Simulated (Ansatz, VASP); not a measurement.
Two plane-wave programs on Ga

File INCAR:

```
SYSTEM = Ga
  PREC = Accurate
  ENCUT = 600
  EDIFF = 1E-7
  ISMEAR = 0
  SIGMA = 0.1
  LREAL = .False.
  LASPH = .True.
  NELM = 100
  ALGO = Fast
  ISIF = 3
  LWAVE = .False.
  LCHARG = .False.
  GGA = PS
  IBRION = 2
  NSW = 100
  EDIFFG = -0.01
```

The input KPOINTS:

```
regular mesh
0
Gamma
  15 15 20
  0 0 0
```

File POSCAR:

```
Ga
1.0
    4.3414981617      0.0000000000      0.0000000000
   -2.1707490809      3.7598476985      0.0000000000
    0.0000000000      0.0000000000      2.7170046019
Ga
2
Direct
    0.3333333333      0.6666666667      0.0000000000
    0.6666666667      0.3333333333      0.0000000000
```

Input for Ansatz:

```yaml
crystal:
  lattice:
    - [4.3414981617, 0.0, 0.0]
    - [-2.1707490809, 3.7598476985, 0.0]
    - [0.0, 0.0, 2.7170046019]
  atoms:
    - { symbol: Ga, position: [0.3333333333, 0.6666666667, 0.0] }
    - { symbol: Ga, position: [0.6666666667, 0.3333333333, 0.0] }
basis:
  ecutwfc: 420
kpoints:
  mp_grid: { grid: [15, 15, 20] }
hamiltonian:
  xc: pbesol
scf:
  occupations: { method: gaussian, width: 0.1 }
output:
  forces: true
  stress: true
  eigenvalues: true
relax:
  adjacent_minimum: "off"
  f_tol: 0.01
  max_steps: 80
  cell: { stress_tol: 0.05 }
```

Alike in both runs: task relaxation of cell and atoms; functional PBEsol; k mesh 15 × 15 × 20; occupations gaussian, width 0.1 eV; no spin polarisation.

|  | VASP | Ansatz |
| --- | --- | --- |
| version | VASP 6.6.1 | Ansatz 0.2.0 |
| potentials or method | VASP PAW PBE potentials, release 64 (Ga_d), cutoff 600 eV | scalar-relativistic, plane waves, PAW |
| valence electrons in the cell | 26 | 26 |

Ansatz gave:

| Quantity | Value |
| --- | --- |
| gap on the k mesh at the Fermi level, each at its own relaxed structure (eV) | none |
| relaxed volume (Å³/atom) | 22.22 |
| relaxed cell length with the largest relative difference (Å) | 2.703 |

Question: Estimate VASP's values.

Answer: gap on the k mesh at the Fermi level, each at its own relaxed structure (eV): none; relaxed volume (Å³/atom): 22.23; relaxed cell length with the largest relative difference (Å): 2.703.

VASP's potentials were made for PBE, not for PBEsol. A gap of «none» marks a metal or a gap that the smearing closes.
